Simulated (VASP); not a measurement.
Set up this calculation in VASP 6.6.1, as the native input.

```
Task                   : single point
Functional             : PBE
Potentials or basis    : VASP PAW PBE potentials, release 64 (Sn_d, Se, S)
Cutoff                 : 520 eV
k mesh                 : 6 × 6 × 2
Occupations            : gaussian, width 0.1 eV
Spin                   : no spin polarisation
Dipole correction      : no
Further INCAR settings : ALGO = Normal; EDIFF = 1e-07; NBANDS = 39
```

The structure of Sn3Se2S lies in POSCAR:

```
Sn3Se2S
1.0
    4.2629328200      0.0000000000      0.0000000000
   -2.1314664100      3.6918081100      0.0000000000
    0.0000000000      0.0000000000     10.4420102000
Sn Se S
3 2 1
Direct
    0.6666666700      0.3333333300      0.8333333300
    0.0000000000      0.0000000000      0.5000000000
    0.3333333300      0.6666666700      0.1666666700
    0.3333333300      0.6666666700      0.6666666700
    0.6666666700      0.3333333300      0.3333333300
    0.0000000000      0.0000000000      0.0000000000
```

One way to write it, as run:

INCAR

```
SYSTEM = Sn3Se2S
ALGO = Normal ; EDIFF = 1E-7
ENCUT = 520 ; GGA = PE
ISIF = 2 ; ISMEAR = 0
LASPH = .TRUE. ; LCHARG = .TRUE.
LELF = .TRUE. ; LREAL = .FALSE.
LVHAR = .TRUE. ; LWAVE = .FALSE.
NBANDS = 39 ; NELM = 80
PREC = Accurate ; SIGMA = 0.1
```

KPOINTS

```
k-points
0
G
  6 6 2
  0 0 0
```

Potentials or basis: VASP PAW PBE potentials, release 64 (Sn_d, Se, S).

Run with:

```sh
$ cat potpaw_PBE.64/Sn_d/POTCAR potpaw_PBE.64/Se/POTCAR potpaw_PBE.64/S/POTCAR > POTCAR
$ mpirun -np 1 vasp_std > vasp.out
```

It gave:

* Pressure: -1.1 GPa
* Largest force: 0.473 eV/Å
* Band gap on the k mesh: 0.41 eV, direct

Caveat: spin-orbit coupling is left out, which moves the levels of the heavy elements.

Wall time 41 s on 1 thread of Intel(R) Xeon(R) 6975P-C (Granite Rapids) (shared host), peak memory 0.3 GiB.
